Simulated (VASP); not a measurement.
# Si (P1) in VASP: single point with PBEsol

Aim: the single point of Si with PBEsol.

Everything below comes from runs of VASP 6.6.1. Logs are shortened: lines on timing, memory, paths and dates and some standing lists are left out, and cuts for length are marked.

### Step 1. The cell of the first run

The typed cell holds 16 atoms: a = 7.730 Å, b = 7.730 Å, c = 7.730 Å, α = 60.00°, β = 60.00°, γ = 60.00°.

### Step 2. Single point, PBEsol, collinear spin

INCAR reads:

```
SYSTEM = Si
PREC = Accurate
ENCUT = 500
EDIFF = 1E-6
ISMEAR = -1
SIGMA = 0.05
LREAL = .FALSE.
LASPH = .TRUE.
NELM = 200
ALGO = Normal
ISIF = 2
LWAVE = .FALSE.
LCHARG = .TRUE.
ISPIN = 2
MAGMOM = 0.062 0.062 0.062 0.062 0.062 0.062 0.062 0.062 0.062 0.062 0.062 0.062 0.062 0.062 0.062 0.062
LORBIT = 11
GGA = PS
LELF = .TRUE.
LVHAR = .TRUE.
NBANDS = 50
GGA_COMPAT = .FALSE.
```

KPOINTS reads:

```
Automatic mesh
0
Gamma
  2 2 2
  0.5 0.5 0.5
```

POSCAR reads:

```
Si
1.0
    0.0000000000      5.4659910000      5.4659910000
    5.4659910000      0.0000000000      5.4659910000
    5.4659910000      5.4659910000      0.0000000000
Si
16
Direct
    0.0413270000      0.9886910000      0.9914580000
    0.5230350000      0.4906070000      0.4853880000
    0.1632610000      0.1057090000      0.1105330000
    0.6156100000      0.6518340000      0.6381510000
    0.0331430000      0.9796970000      0.4925510000
    0.4826280000      0.5265930000      0.0133980000
    0.1358850000      0.0909210000      0.6458600000
    0.6139350000      0.6267360000      0.1571410000
    0.0158360000      0.4987370000      0.9797000000
    0.4925180000      0.0061490000      0.4808490000
    0.1305690000      0.6258900000      0.1062760000
    0.6323060000      0.1344440000      0.6207480000
    0.5091960000      0.9817670000      0.9944040000
    0.9872990000      0.5146010000      0.5187620000
    0.6373870000      0.1196210000      0.1253070000
    0.0930920000      0.6315040000      0.6326340000
```

Potentials or basis: VASP PAW PBE potentials, release 64 (Si).

Started as:

```bash
$ cat potpaw_PBE.64/Si/POTCAR > POTCAR
$ mpirun -np 1 vasp_std > vasp.out
```

OUTCAR:

```text
SYSTEM = Si
   PREC = Accurate
   ENCUT = 500
   EDIFF = 1E-6
   ISMEAR = -1
   LREAL = .FALSE.
   LASPH = .TRUE.
   NELM = 200
   ISIF = 2
   ISPIN = 2
   LORBIT = 11
   GGA = PS

 ion  position               nearest neighbor table
   1  0.041  0.989  0.991-   7 2.19   3 2.26  11 2.31  15 2.55
   2  0.523  0.491  0.485-   8 2.08  12 2.25   4 2.58  16 2.71
   3  0.163  0.106  0.111-  13 2.18   1 2.26   5 2.41   9 2.48
   4  0.616  0.652  0.638-  10 2.26  14 2.35   6 2.37   2 2.58
   5  0.033  0.980  0.493-  16 2.23   7 2.33   3 2.41  12 2.53
   6  0.483  0.527  0.013-  11 2.24   4 2.37   8 2.37  15 2.57
[... 8 lines left out ...]
  15  0.637  0.120  0.125-  10 2.25  13 2.51   1 2.55   6 2.57
  16  0.093  0.632  0.633-  14 2.12   9 2.21   5 2.23   2 2.71

  LATTYP: Found a face centered cubic cell.
 ALAT       =    10.9319820000

  Lattice vectors:

 A1 = (   0.0000000000,   5.4659910000,   5.4659910000)
 A2 = (   5.4659910000,   0.0000000000,   5.4659910000)
 A3 = (   5.4659910000,   5.4659910000,   0.0000000000)

Analysis of symmetry for initial positions (statically):
=====================================================================
 Subroutine PRICEL returns:
 Original cell was already a primitive cell.

 Routine SETGRP: Setting up the symmetry group for a
 face centered cubic supercell.

 Subroutine GETGRP returns: Found  1 space group operations
 (whereof  1 operations were pure point group operations)
 out of a pool of 48 trial point group operations.

The static configuration has the point symmetry C_1 .

Analysis of symmetry for dynamics (positions and initial velocities):
=====================================================================
 Subroutine PRICEL returns:
 Original cell was already a primitive cell.

 Routine SETGRP: Setting up the symmetry group for a
 face centered cubic supercell.

 Subroutine GETGRP returns: Found  1 space group operations
 (whereof  1 operations were pure point group operations)
 out of a pool of 48 trial point group operations.

The dynamic configuration has the point symmetry C_1 .

Analysis of structural, dynamic, and magnetic symmetry:
=====================================================================
 Subroutine PRICEL returns:
 Original cell was already a primitive cell.

 Routine SETGRP: Setting up the symmetry group for a
 face centered cubic supercell.

 Subroutine GETGRP returns: Found  1 space group operations
 (whereof  1 operations were pure point group operations)
 out of a pool of 48 trial point group operations.

The overall configuration has the point symmetry C_1 .

 Subroutine INISYM returns: Found  1 space group operations
 (whereof  1 operations are pure point group operations),
 and found     1 'primitive' translations

----------------------------------------------------------------------------------------

                                     Primitive cell

  volume of cell :     326.6155

  direct lattice vectors                    reciprocal lattice vectors
     0.000000000  5.465991000  5.465991000    -0.091474721  0.091474721  0.091474721
     5.465991000  0.000000000  5.465991000     0.091474721 -0.091474721  0.091474721
     5.465991000  5.465991000  0.000000000     0.091474721  0.091474721 -0.091474721

  length of vectors
     7.730078604  7.730078604  7.730078604     0.158438864  0.158438864  0.158438864

  position of ions in fractional coordinates (direct lattice)
     0.041327000  0.988691000  0.991458000
     0.523035000  0.490607000  0.485388000
     0.163261000  0.105709000  0.110533000
     0.615610000  0.651834000  0.638151000
     0.033143000  0.979697000  0.492551000
     0.482628000  0.526593000  0.013398000
[... 8 lines left out ...]
     0.637387000  0.119621000  0.125307000
     0.093092000  0.631504000  0.632634000

  ion indices of the primitive-cell ions
   primitive index   ion index
                 1           1
                 2           2
                 3           3
                 4           4
                 5           5
                 6           6
[... 8 lines left out ...]
                15          15
                16          16

----------------------------------------------------------------------------------------

 KPOINTS: Automatic mesh

Automatic generation of k-mesh.
 Grid dimensions read from file:
 generate k-points for:    2    2    2

 Generating k-lattice:

  Cartesian coordinates                     Fractional coordinates (reciprocal lattice)
    -0.045737360  0.045737360  0.045737360     0.500000000  0.000000000  0.000000000
     0.045737360 -0.045737360  0.045737360     0.000000000  0.500000000  0.000000000
     0.045737360  0.045737360 -0.045737360     0.000000000  0.000000000  0.500000000

  Length of vectors
     0.079219432  0.079219432  0.079219432

  Shift w.r.t. Gamma in fractional coordinates (k-lattice)
     0.500000000  0.500000000  0.500000000

 Subroutine IBZKPT returns following result:
 ===========================================

 Found     16 irreducible k-points:

 Following reciprocal coordinates:
            Coordinates               Weight
  0.250000  0.250000  0.250000      2.000000
  0.250000  0.000000  0.000000      2.000000
  0.000000  0.000000 -0.250000      2.000000
  0.000000  0.250000  0.000000      2.000000
 -0.250000  0.250000  0.250000      2.000000
  0.250000 -0.250000  0.250000      2.000000
[... 8 lines left out ...]
  0.000000  0.250000  0.500000      2.000000
  0.500000  0.250000  0.000000      2.000000
   k-points           NKPTS =     16   k-points in BZ     NKDIM =     16   number of bands    NBANDS=     50
   number of dos      NEDOS =    301   number of ions     NIONS =     16
   total plane-waves  NPLWV = 175616
   dimension x,y,z NGX =    56 NGY =   56 NGZ =   56
   dimension x,y,z NGXF=   112 NGYF=  112 NGZF=  112
   ions per type =              16
   NGX,Y,Z   is equivalent  to a cutoff of  12.04, 12.04, 12.04 a.u.
   NGXF,Y,Z  is equivalent  to a cutoff of  24.09, 24.09, 24.09 a.u.
 SYSTEM =  Si
   PREC   = accura    normal or accurate (medium, high low for compatibility)
   ISTART =      0    job   : 0-new  1-cont  2-samecut
   ICHARG =      2    charge: 1-file 2-atom 10-const
   ISPIN  =      2    spin polarized calculation?
   LNONCOLLINEAR =      F non collinear calculations
   LSORBIT =      F    spin-orbit coupling
   LASPH  =      T    aspherical Exc in radial PAW
   ENCUT  =  500.0 eV  36.75 Ry    6.06 a.u.  14.09 14.09 14.09*2*pi/ulx,y,z
   NELM   =    200;   NELMIN=  2; NELMDL= -5     # of ELM steps
   EDIFF  = 0.1E-05   stopping-criterion for ELM
   LREAL  =      F    real-space projection
   EDIFFG = 0.1E-04   stopping-criterion for IOM
   NSW    =      0    number of steps for IOM
   IBRION =     -1    ionic relax: 0-MD 1-quasi-New 2-CG
   NFREE  =      0    steps in history (QN), initial steepest desc. (CG)
   ISIF   =      2    stress and relaxation
   ISYM   =      2    0-nonsym 1-usesym 2-fastsym
   POTIM  = 0.5000    time-step for ionic-motion
   TEBEG  =    0.0;   TEEND  =   0.0 temperature during run
   PSTRESS=    0.0 pullay stress
   NELECT =      64.0000    total number of electrons
   NUPDOWN=      -1.0000    fix difference up-down
   EMIN   =  10.00;   EMAX   =-10.00  energy-range for DOS
   EFERMI =   0.00;   METHOD = LEGACY
   ISMEAR =    -1;   SIGMA  =   0.05  broadening in eV -4-tet -1-fermi 0-gaus
   EFERMI_NEDOS =   21; number of points for ismear=-14 and -15
   IALGO  =     38    algorithm
   IMIX   =      4    mixing-type and parameters
     AMIX     =   0.40;   BMIX     =  1.00
     AMIX_MAG =   1.60;   BMIX_MAG =  1.00
  volume/ion in A,a.u.               =      20.41       137.76
  Fermi-wavevector in a.u.,A,eV,Ry     =   0.950873  1.796890 12.301840  0.904160
  Thomas-Fermi vector in A             =   2.079291
   LORBIT       =     11    0 simple, 1 ext, 2 COOP (PROOUT), +10 PAW based schemes
   GGA     = PS    functional components
   LHFCALC =     F    Hartree Fock is set to
   AEXX    =    0.0000 exact exchange contribution
   IVDW    =     0    specifies the selected vdW correction
   LEPSILON=     F    determine dielectric tensor
   LRPA    =     F    only Hartree local field effects (RPA)
 spin polarized calculation
  energy-cutoff  :      500.00
  volume of cell :      326.62
 maximum number of plane-waves:      8304
   NGX = 29   NGY = 29   NGZ = 29

 number of electron      64.0000000 magnetization      -0.0000747

 number of electron      64.0000000 magnetization       0.0001147

 Free energy of the ion-electron system (eV)
  ---------------------------------------------------
  ext. energy  EPLUGINS =         0.00000000
  ---------------------------------------------------
  free energy    TOTEN  =       -88.19016755 eV

  energy without entropy =      -88.18589285  energy(sigma->0) =      -88.18803020

 E-fermi :   5.8794     XC(G=0):  -9.4763

 val. band max:        5.6851468479   @ k =   0.0000   0.0000  -0.2500
 cond. band min:       6.0705462367   @ k =   0.2500   0.0000   0.0000
 fundamental gap:      0.3853993889
 Fermi energy:         5.8794240152

 spin component 1

 k-point     1 :       0.2500    0.2500    0.2500
  band No.  band energies     occupation
      1      -6.2417      1.00000
      2      -4.8133      1.00000
      3      -4.3548      1.00000
      4      -4.1056      1.00000
      5      -3.9193      1.00000
      6      -3.3198      1.00000
[... 36 lines left out ...]
     43       7.9874      0.00000
     44       8.3472      0.00000
[... 663 lines left out ...]
      3      -4.6267      1.00000
      4      -4.3518      1.00000
      5      -4.1382      1.00000
      6      -3.5437      1.00000
[... 36 lines left out ...]
     43       8.9718      0.00000
     44       9.1273      0.00000
 Fermi energy:         5.8794240152

 spin component 2

 k-point     1 :       0.2500    0.2500    0.2500
  band No.  band energies     occupation
      1      -6.2417      1.00000
      2      -4.8133      1.00000
      3      -4.3547      1.00000
      4      -4.1056      1.00000
      5      -3.9192      1.00000
      6      -3.3198      1.00000
[... 36 lines left out ...]
     43       7.9875      0.00000
     44       8.3472      0.00000
[... 663 lines left out ...]
      3      -4.6267      1.00000
      4      -4.3518      1.00000
      5      -4.1382      1.00000
      6      -3.5437      1.00000
[... 36 lines left out ...]
     43       8.9718      0.00000
     44       9.1273      0.00000
 [bands above 44 left out]

------------------------ aborting loop because EDIFF is reached ----------------------------------------

  FORCE on cell =-STRESS in cart. coord.  units (eV):
  Direction    XX          YY          ZZ          XY          YZ          ZX
  --------------------------------------------------------------------------------------
  -------------------------------------------------------------------------------------
  Total        1.5166117      4.8569303      4.5891828      3.9240122     -4.1297716     -1.5200066
  in kB        7.4395774     23.8251541     22.5117474     19.2488238    -20.2581545     -7.4562302
  external PRESSURE =      17.9254930 kB  Pullay stress =       0.0000000 kB

 VOLUME and BASIS-vectors are now :
 -----------------------------------------------------------------------------
  energy-cutoff  :      500.00
  volume of cell :      326.62
      direct lattice vectors                 reciprocal lattice vectors
     0.000000000  5.465991000  5.465991000    -0.091474721  0.091474721  0.091474721
     5.465991000  0.000000000  5.465991000     0.091474721 -0.091474721  0.091474721
     5.465991000  5.465991000  0.000000000     0.091474721  0.091474721 -0.091474721

 POSITION                                       TOTAL-FORCE (eV/Angst)
 -----------------------------------------------------------------------------------
     10.82348      5.64519      5.63007         1.229198     -0.533704     -2.264895
      5.33478      5.51203      5.54056         4.376893      1.828862     -2.000437
      1.18198      1.49656      1.47019         2.325507     -0.813775     -0.318988
      7.05105      6.85305      6.92784        -1.436636      0.083143     -1.125329
      8.04729      2.87344      5.53617         1.315068     -1.670372      0.042776
      2.95159      2.71127      5.51639        -1.662841      1.375665     -0.039789
[... 8 lines left out ...]
      1.33877      4.16888      4.13780        -0.779396     -1.263123      1.230804
      6.90977      3.96681      3.96064        -0.895139      2.087542      2.582167
 -----------------------------------------------------------------------------------
    total drift:                                0.000013     -0.000049      0.000022

  FREE ENERGIE OF THE ION-ELECTRON SYSTEM (eV)
  ---------------------------------------------------
  free  energy   TOTEN  =       -88.1901675538 eV

  energy  without entropy=      -88.1858928534  energy(sigma->0) =      -88.18803020

 total charge

# of ion       s       p       d       tot
------------------------------------------
    1        0.759   0.966   0.000   1.725
    2        0.768   0.949   0.000   1.717
    3        0.757   0.957   0.000   1.714
    4        0.759   0.913   0.000   1.672
    5        0.756   0.924   0.000   1.680
    6        0.759   0.914   0.000   1.673
[... 8 lines left out ...]
   15        0.761   0.863   0.000   1.625
   16        0.768   1.003   0.000   1.771
--------------------------------------------------
tot         12.166  14.983   0.000  27.149

 magnetization (x)

# of ion       s       p       d       tot
------------------------------------------
    1        0.000   0.000   0.000   0.000
    2        0.000   0.000   0.000   0.000
    3        0.000   0.000   0.000   0.000
    4        0.000   0.000   0.000   0.000
    5        0.000   0.000   0.000   0.000
    6        0.000   0.000   0.000   0.000
[... 8 lines left out ...]
   15        0.000  -0.000   0.000   0.000
   16        0.000   0.000   0.000   0.000
--------------------------------------------------
tot          0.000   0.000   0.000   0.000
```

Wall time 9.8 min (1 thread of Intel Xeon Platinum 8259CL at 2.50GHz (Skylake/Cascade Lake), shared host); peak memory 0.72 GiB.

What came out:

```
Free energy                                           : -88.1902 eV
Pressure                                              : 1.8 GPa
Largest force                                         : 5.148 eV/Å
Band gap on the k mesh                                : 0.39 eV (least direct gap 0.41 eV)
Net moment                                            : 0.00 μB per cell
Valence electrons inside the program's atomic spheres : Si 1.73, 1.72, 1.71, 1.67, 1.68, 1.75, 1.69, 1.65, 1.62, 1.77 (each value once)
```

Forces on the atoms (eV/Å):
```
Si   1.229 -0.534 -2.265
Si   4.377  1.829 -2.000
Si   2.326 -0.814 -0.319
Si  -1.437  0.083 -1.125
Si   1.315 -1.670  0.043
Si  -1.663  1.376 -0.040
Si   0.357 -2.279  1.759
Si  -3.531 -1.577  2.150
Si   1.109  0.908 -1.913
Si   1.301  1.378  1.144
Si   1.470  0.735 -1.210
Si  -2.090  0.344 -0.733
Si   0.224  1.111  2.576
Si  -3.313 -1.716 -1.879
Si  -0.779 -1.263  1.231
Si  -0.895  2.088  2.582
```

Stress tensor (GPa, compression positive):
```
 0.74  1.92 -0.75
 1.92  2.38 -2.03
-0.75 -2.03  2.25
```

Caveat: semilocal functionals underestimate gaps, and a narrow one can read as zero; the PAW data sets were made with another functional, which shifts forces and pressure a little; a shifted mesh leaves out Γ, where band edges can lie.
